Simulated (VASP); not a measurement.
# Ta2H (C222) in VASP: single point with PBEsol

Aim: the single point of Ta2H with PBEsol.

All numbers are computed with VASP 6.6.1; they aren't measurements. Logs are shortened: lines on timing, memory, paths and dates and some standing lists are left out, and cuts for length are marked.

## (1) The cell of the first run

The structure is orthorhombic, space group C222 (No. 21). Conventional cell: a = 3.441 Å, b = 4.743 Å, c = 4.759 Å, α = 90.00°, β = 90.00°, γ = 90.00°. Within 2.6 Å of Ta (site symmetry 2) lie 2 H at 1.93 Å. H (site symmetry 222) has 4 Ta at 1.93 Å within 2.6 Å.

## (2) Single point, PBEsol

The input, INCAR:

```
SYSTEM = Ta2H
  PREC = Accurate
  ENCUT = 520
  EDIFF = 1E-6
  ISMEAR = 1
  SIGMA = 0.1
  LREAL = .False.
  LASPH = .True.
  NELM = 100
  ALGO = Normal
  ISIF = 2
  LWAVE = .False.
  LCHARG = .False.
  GGA = PS
  NBANDS = 18
```

The input, KPOINTS:

```
regular mesh
0
Gamma
  7 7 5
  0 0 0
```

The input, POSCAR:

```
Ta2H
1.0
    1.7204950000     -2.3714690000      0.0000000000
    1.7204950000      2.3714690000      0.0000000000
    0.0000000000      0.0000000000      4.7585690000
Ta H
2 1
Direct
    0.0000000000      0.5000000000      0.2645700000
    0.5000000000      0.0000000000      0.7354300000
    0.0000000000      0.0000000000      0.0000000000
```

Potentials or basis: VASP PAW PBE potentials, release 64 (Ta_pv, H).

Run with:

```sh
cat potpaw_PBE.64/Ta_pv/POTCAR potpaw_PBE.64/H/POTCAR > POTCAR
mpirun -np 1 vasp_std > vasp.out
```

OUTCAR:

```text
SYSTEM = Ta2H
   PREC = Accurate
   ENCUT = 520
   EDIFF = 1E-6
   ISMEAR = 1
   LREAL = .False.
   LASPH = .True.
   NELM = 100
   ISIF = 2
   GGA = PS

 ion  position               nearest neighbor table
   1  0.000  0.500  0.265-   3 1.93   3 1.93   2 2.82   2 2.82   2 3.05   2 3.05   2 3.26   2 3.26
                             2 3.46   2 3.46
   2  0.500  0.000  0.735-   3 1.93   3 1.93   1 2.82   1 2.82   1 3.05   1 3.05   1 3.26   1 3.26
                             1 3.46   1 3.46
   3  0.000  0.000  0.000-   1 1.93   2 1.93   1 1.93   2 1.93

  LATTYP: Found a base centered orthorhombic cell.
 ALAT       =     3.4409900000
 B/A-ratio  =     1.3783643661
 C/A-ratio  =     1.3829069541

  Lattice vectors:

 A1 = (   1.7204950000,  -2.3714690000,   0.0000000000)
 A2 = (   1.7204950000,   2.3714690000,   0.0000000000)
 A3 = (   0.0000000000,   0.0000000000,   4.7585690000)

Analysis of symmetry for initial positions (statically):
=====================================================================
 Subroutine PRICEL returns:
 Original cell was already a primitive cell.

 Routine SETGRP: Setting up the symmetry group for a
 base centered orthorhombic supercell.

 Subroutine GETGRP returns: Found  4 space group operations
 (whereof  4 operations were pure point group operations)
 out of a pool of  8 trial point group operations.

The static configuration has the point symmetry D_2 .

Analysis of symmetry for dynamics (positions and initial velocities):
=====================================================================
 Subroutine PRICEL returns:
 Original cell was already a primitive cell.

 Routine SETGRP: Setting up the symmetry group for a
 base centered orthorhombic supercell.

 Subroutine GETGRP returns: Found  4 space group operations
 (whereof  4 operations were pure point group operations)
 out of a pool of  8 trial point group operations.

The dynamic configuration has the point symmetry D_2 .

 Subroutine INISYM returns: Found  4 space group operations
 (whereof  4 operations are pure point group operations),
 and found     1 'primitive' translations

----------------------------------------------------------------------------------------

                                     Primitive cell

  volume of cell :      38.8309

  direct lattice vectors                    reciprocal lattice vectors
     1.720495000 -2.371469000  0.000000000     0.290614038 -0.210839779  0.000000000
     1.720495000  2.371469000  0.000000000     0.290614038  0.210839779  0.000000000
     0.000000000  0.000000000  4.758569000     0.000000000  0.000000000  0.210147210

  length of vectors
     2.929840996  2.929840996  4.758569000     0.359040293  0.359040293  0.210147210

  position of ions in fractional coordinates (direct lattice)
     0.000000000  0.500000000  0.264570000
     0.500000000  0.000000000  0.735430000
     0.000000000  0.000000000  0.000000000

  ion indices of the primitive-cell ions
   primitive index   ion index
                 1           1
                 2           2
                 3           3

----------------------------------------------------------------------------------------

 KPOINTS: regular mesh

Automatic generation of k-mesh.
 Grid dimensions read from file:
 generate k-points for:    7    7    5

 Generating k-lattice:

  Cartesian coordinates                     Fractional coordinates (reciprocal lattice)
     0.041516291 -0.030119968  0.000000000     0.142857143  0.000000000  0.000000000
     0.041516291  0.030119968  0.000000000     0.000000000  0.142857143  0.000000000
     0.000000000  0.000000000  0.042029442     0.000000000  0.000000000  0.200000000

  Length of vectors
     0.051291470  0.051291470  0.042029442

  Shift w.r.t. Gamma in fractional coordinates (k-lattice)
     0.000000000  0.000000000  0.000000000

 Subroutine IBZKPT returns following result:
 ===========================================

 Found     48 irreducible k-points:

 Following reciprocal coordinates:
            Coordinates               Weight
  0.000000  0.000000  0.000000      1.000000
  0.142857  0.000000  0.000000      4.000000
  0.285714  0.000000  0.000000      4.000000
  0.428571  0.000000  0.000000      4.000000
  0.142857  0.142857  0.000000      2.000000
  0.285714  0.142857  0.000000      4.000000
[... 16 lines left out ...]
  0.428571  0.142857  0.200000      8.000000
 -0.428571  0.142857  0.200000      8.000000
 [... further k-points ...]
   k-points           NKPTS =     48   k-points in BZ     NKDIM =     48   number of bands    NBANDS=     18
   number of dos      NEDOS =    301   number of ions     NIONS =      3
   total plane-waves  NPLWV =  20736
   dimension x,y,z NGX =    24 NGY =   24 NGZ =   36
   dimension x,y,z NGXF=    48 NGYF=   48 NGZF=   72
   ions per type =               2   1
   NGX,Y,Z   is equivalent  to a cutoff of  13.62, 13.62, 12.58 a.u.
   NGXF,Y,Z  is equivalent  to a cutoff of  27.24, 27.24, 25.15 a.u.
 SYSTEM =  Ta2H
   PREC   = accura    normal or accurate (medium, high low for compatibility)
   ISTART =      0    job   : 0-new  1-cont  2-samecut
   ICHARG =      2    charge: 1-file 2-atom 10-const
   ISPIN  =      1    spin polarized calculation?
   LNONCOLLINEAR =      F non collinear calculations
   LSORBIT =      F    spin-orbit coupling
   LASPH  =      T    aspherical Exc in radial PAW
   ENCUT  =  520.0 eV  38.22 Ry    6.18 a.u.   5.45  5.45  8.85*2*pi/ulx,y,z
   NELM   =    100;   NELMIN=  2; NELMDL= -5     # of ELM steps
   EDIFF  = 0.1E-05   stopping-criterion for ELM
   LREAL  =      F    real-space projection
   EDIFFG = 0.1E-04   stopping-criterion for IOM
   NSW    =      0    number of steps for IOM
   IBRION =     -1    ionic relax: 0-MD 1-quasi-New 2-CG
   NFREE  =      0    steps in history (QN), initial steepest desc. (CG)
   ISIF   =      2    stress and relaxation
   ISYM   =      2    0-nonsym 1-usesym 2-fastsym
   POTIM  = 0.5000    time-step for ionic-motion
   TEBEG  =    0.0;   TEEND  =   0.0 temperature during run
   PSTRESS=    0.0 pullay stress
   NELECT =      23.0000    total number of electrons
   NUPDOWN=      -1.0000    fix difference up-down
   EMIN   =  10.00;   EMAX   =-10.00  energy-range for DOS
   EFERMI =   0.00;   METHOD = LEGACY
   ISMEAR =     1;   SIGMA  =   0.10  broadening in eV -4-tet -1-fermi 0-gaus
   EFERMI_NEDOS =   21; number of points for ismear=-14 and -15
   IALGO  =     38    algorithm
   IMIX   =      4    mixing-type and parameters
     AMIX     =   0.40;   BMIX     =  1.00
     AMIX_MAG =   1.60;   BMIX_MAG =  1.00
  volume/ion in A,a.u.               =      12.94        87.35
  Fermi-wavevector in a.u.,A,eV,Ry     =   1.374860  2.598108 25.718264  1.890239
  Thomas-Fermi vector in A             =   2.500248
   LORBIT       =      0    0 simple, 1 ext, 2 COOP (PROOUT), +10 PAW based schemes
   GGA     = PS    functional components
   LHFCALC =     F    Hartree Fock is set to
   AEXX    =    0.0000 exact exchange contribution
   IVDW    =     0    specifies the selected vdW correction
   LEPSILON=     F    determine dielectric tensor
   LRPA    =     F    only Hartree local field effects (RPA)
 non-spin polarized calculation
 Methfessel and Paxton  Order N= 1 SIGMA  =   0.10
  energy-cutoff  :      520.00
  volume of cell :       38.83
 maximum number of plane-waves:      1066
 NGX is ok and might be reduce to    24
   NGX = 11   NGY = 11   NGZ = 17

 number of electron      22.9999999 magnetization

 Free energy of the ion-electron system (eV)
  ---------------------------------------------------
  ext. energy  EPLUGINS =         0.00000000
  ---------------------------------------------------
  free energy    TOTEN  =       -28.97739500 eV

  energy without entropy =      -28.97696465  energy(sigma->0) =      -28.97725155

 E-fermi :   5.2152     XC(G=0): -12.5990

 val. band max:        5.2025168210   @ k =   0.4286   0.1429   0.4000
 cond. band min:       5.2340325452   @ k =  -0.2857   0.1429   0.4000
 fundamental gap:      0.0315157242
 Fermi energy:         5.2151732757

 k-point     1 :       0.0000    0.0000    0.0000
  band No.  band energies     occupation
      1     -29.1565      2.00000
      2     -28.4840      2.00000
      3     -28.1895      2.00000
      4     -28.1694      2.00000
      5     -28.1554      2.00000
      6     -28.1218      2.00000
[... 10 lines left out ...]
     17       9.4868      0.00000
     18      12.2048      0.00000

 k-point     2 :       0.1429    0.0000    0.0000
  band No.  band energies     occupation
      1     -29.0965      2.00000
      2     -28.5515      2.00000
      3     -28.2954      2.00000
      4     -28.2398      2.00000
      5     -28.1944      2.00000
      6     -28.1481      2.00000
[... 10 lines left out ...]
     17       9.8057      0.00000
     18      12.5222      0.00000

 k-point     3 :       0.2857    0.0000    0.0000
  band No.  band energies     occupation
      1     -28.9418      2.00000
      2     -28.7714      2.00000
      3     -28.5990      2.00000
      4     -28.3193      2.00000
      5     -28.2579      2.00000
      6     -28.1746      2.00000
[... 10 lines left out ...]
     17       9.4896      0.00000
     18      12.4363      0.00000

 k-point     4 :       0.4286    0.0000    0.0000
  band No.  band energies     occupation
      1     -28.9704      2.00000
      2     -28.8938      2.00000
      3     -28.6734      2.00000
      4     -28.4725      2.00000
      5     -28.2649      2.00000
      6     -28.2015      2.00000
[... 375 lines left out ...]
      4     -28.4425      2.00000
      5     -28.3451      2.00000
      6     -28.2499      2.00000
[... 10 lines left out ...]
     17       9.6251      0.00000
     18      12.4459      0.00000

 k-point    23 :       0.4286    0.1429    0.2000
  band No.  band energies     occupation
      1     -29.0276      2.00000
      2     -28.9490      2.00000
      3     -28.5789      2.00000
      4     -28.5180      2.00000
      5     -28.3191      2.00000
      6     -28.2711      2.00000
[... 10 lines left out ...]
     17      11.1176      0.00000
     18      13.1872      0.00000

 k-point    24 :      -0.4286    0.1429    0.2000
  band No.  band energies     occupation
      1     -29.0249      2.00000
      2     -28.9098      2.00000
      3     -28.6685      2.00000
      4     -28.4255      2.00000
      5     -28.3373      2.00000
      6     -28.2217      2.00000
[... 10 lines left out ...]
     17      10.8851      0.00000
     18      12.8991      0.00000

 [... further k-points ...]

------------------------ aborting loop because EDIFF is reached ----------------------------------------

  FORCE on cell =-STRESS in cart. coord.  units (eV):
  Direction    XX          YY          ZZ          XY          YZ          ZX
  --------------------------------------------------------------------------------------
  -------------------------------------------------------------------------------------
  Total       -1.3642166     -1.0140464     -0.7544568      0.0000000      0.0000000      0.0000000
  in kB      -56.2881134    -41.8399535    -31.1291814      0.0000000      0.0000000      0.0000000
  external PRESSURE =     -43.0857495 kB  Pullay stress =       0.0000000 kB

 VOLUME and BASIS-vectors are now :
 -----------------------------------------------------------------------------
  energy-cutoff  :      520.00
  volume of cell :       38.83
      direct lattice vectors                 reciprocal lattice vectors
     1.720495000 -2.371469000  0.000000000     0.290614038 -0.210839779  0.000000000
     1.720495000  2.371469000  0.000000000     0.290614038  0.210839779  0.000000000
     0.000000000  0.000000000  4.758569000     0.000000000  0.000000000  0.210147210

 POSITION                                       TOTAL-FORCE (eV/Angst)
 -----------------------------------------------------------------------------------
      0.86025      1.18573      1.25897         0.000000      0.000000      0.003007
      0.86025     -1.18573      3.49959         0.000000     -0.000000     -0.003007
      0.00000      0.00000      0.00000         0.000000     -0.000000      0.000000
 -----------------------------------------------------------------------------------
    total drift:                                0.000000     -0.000000      0.000000

  FREE ENERGIE OF THE ION-ELECTRON SYSTEM (eV)
  ---------------------------------------------------
  free  energy   TOTEN  =       -28.9773950007 eV

  energy  without entropy=      -28.9769646519  energy(sigma->0) =      -28.97725155
```

It took 11 s on 1 thread of Intel Xeon 6975P-C (Granite Rapids), shared host; peak memory 0.17 GiB.

What came out:

| Quantity | Value |
| --- | --- |
| Free energy | -28.9774 eV |
| Pressure | -4.3 GPa |
| Largest force | 0.003 eV/Å |

Forces on the atoms (eV/Å):
```
Ta   0.000  0.000  0.003
Ta   0.000  0.000 -0.003
H    0.000  0.000  0.000
```

Levels at points of the mesh, in eV from the Fermi level:
```
           k point  band 8  band 9  band 10  band 11  band 12  band 13  band 14  band 15
(0.00, 0.00, 0.00)   -4.38   -3.03    -0.54     0.27     0.32     0.91     3.03     3.62
```

Caveat: the PAW data sets were made with another functional, which shifts forces and pressure a little; spin-orbit coupling is left out, which moves the levels of the heavy elements.
